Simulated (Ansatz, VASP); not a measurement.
# One calculation of TiSi2, two programs

```xyz
6
Lattice="1.7585 -6.6738 0.0000 1.7585 6.6738 0.0000 0.0000 0.0000 3.5555" Properties=species:S:1:pos:R:3 pbc="T T T"
Ti    1.7585   -5.3059    2.6666
Ti    1.7585    5.3059    0.8889
Si    1.7585   -0.8008    2.6666
Si    1.7585    0.8008    0.8889
Si    1.7585    3.3406    2.6666
Si    1.7585   -3.3406    0.8889
```

Alike in both runs: task single point; functional PBEsol; k mesh 4 × 4 × 4; occupations gaussian, width 0.1 eV; no spin polarisation.

|  | VASP | Ansatz |
| --- | --- | --- |
| version | VASP 6.6.1 | Ansatz 0.2.0 |
| potentials or method | VASP PAW PBE potentials, release 64 (Ti_sv, Si), cutoff 500 eV | scalar-relativistic, plane waves, PAW |
| valence electrons in the cell | 40 | 40 |

Ansatz gave:

* gap on the k mesh at the Fermi level (eV): none
* pressure (GPa): 0.0
* traceless stress, the component that is largest in VASP (GPa): 1.31
* rms of the force components (eV/Å): 0.024

Q: Estimate VASP's values.

A: gap on the k mesh at the Fermi level (eV): none; pressure (GPa): 0.1; traceless stress, the component that is largest in VASP (GPa): 1.34; rms of the force components (eV/Å): 0.024.

VASP's potentials were made for PBE, not for PBEsol, and Ansatz warns of the same on its side. Atom by atom the forces differ by 0.000 eV/Å (rms over components). A gap of «none» marks a metal or a gap that the smearing closes.

The k mesh is coarse, so the values compare programs but aren't converged.
